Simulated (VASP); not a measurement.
Crystal: BAs.

```
CELL_PARAMETERS angstrom
3.35016 0.00000 0.00000
-1.67508 2.90132 0.00000
0.00000 0.00000 9.89517
ATOMIC_POSITIONS crystal
B 0.33333 0.66667 0.25000
B 0.66667 0.33333 0.75000
As 0.66667 0.33333 0.25000
As 0.33333 0.66667 0.75000
```

This cell differs from its parent crystal: volume changed by -3%.

Base run:

* Program: VASP 6.6.1
* Functional: PBE
* Potentials or basis: VASP PAW PBE potentials, release 64 (B, As)
* Cutoff: 520 eV
* k mesh: 9 × 9 × 2
* Occupations: gaussian, width 0.01 eV
* Spin: no spin polarisation

Its results: band gap on the k mesh 0.72 eV, direct; pressure 2.8 GPa.

**Question.** The run is repeated on the same cell with these changes: potentials or basis from VASP PAW PBE potentials, release 64 (B, As) to VASP PAW PBE potentials, release 64 (B, As_d); cutoff from 520 eV to 600 eV; further incar settings from ALGO = Normal; EDIFF = 1e-06; NBANDS = 16 to ALGO = Normal; EDIFF = 1e-06; NBANDS = 26; valence electrons from 16 to 36. What comes out?

**Answer.** Band gap on the k mesh 0.74 eV, direct; pressure 2.1 GPa.

Caveats: this functional lacks dispersion, which binds the layers, so the pressure and a relaxed spacing across them are unreliable.

A k mesh can miss the band edges.
